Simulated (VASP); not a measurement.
**Cr: single point with PBEsol**

Crystal: Cr.

```
Cr
1.0
    -1.73455    1.73443    1.19498
     1.73443   -1.73455    1.19498
     2.84692    2.84692   -1.19520
Cr
2
Cartesian
  -1.7344 1.7343 1.1950
  0.5560 2.2908 0.5974
```

```
Program             : VASP 6.6.1
Task                : single point
Functional          : PBEsol
Potentials or basis : VASP PAW PBE potentials, release 64 (Cr_pv)
Cutoff              : 520 eV
k mesh              : 17 × 17 × 9
Occupations         : fermi-dirac, width 0.05 eV
Spin                : collinear spin, ferromagnetic start
Starting moments    : [1.5, 1.5] μB
```

```json
{
 "Pressure": "-10.2 GPa",
 "Band gap on the k mesh": "zero (filled and empty bands overlap)",
 "Net moment": "0.00 μB per cell",
 "Valence electrons inside the program's atomic spheres": "Cr 11.04"
}
```

Stress tensor (GPa, compression positive):
```
-10.32  -0.35   0.00
 -0.35 -10.32   0.00
  0.00   0.00 -10.09
```

Levels at points of the mesh, in eV from the Fermi level:
Spin up:
| k point | band 9 | band 10 | band 11 | band 12 | band 13 | band 14 | band 15 | band 16 |
| --- | --- | --- | --- | --- | --- | --- | --- | --- |
| (0.00, 0.00, 0.00) | -1.69 | -1.48 | -0.72 | 0.43 | 0.75 | 0.76 | 1.42 | 1.53 |
Spin down:
| k point | band 8 | band 9 | band 10 | band 11 | band 12 | band 13 | band 14 | band 15 | band 16 | band 17 |
| --- | --- | --- | --- | --- | --- | --- | --- | --- | --- | --- |
| (0.00, 0.00, 0.00) | -4.07 | -1.69 | -1.48 | -0.72 | 0.43 | 0.75 | 0.76 | 1.42 | 1.53 | 1.57 |

Wall time 13 min on 1 thread of Oxide Virtual Turin-like Processor (shared host), peak memory 0.52 GiB.

Caveat: the cell stands under tension; an empty level that is flat over the whole mesh can mark a ghost state of the potentials, or a narrow d or f band; the moments typed at the start vanished in this run; the PAW data sets were made with another functional, which shifts forces and pressure a little.
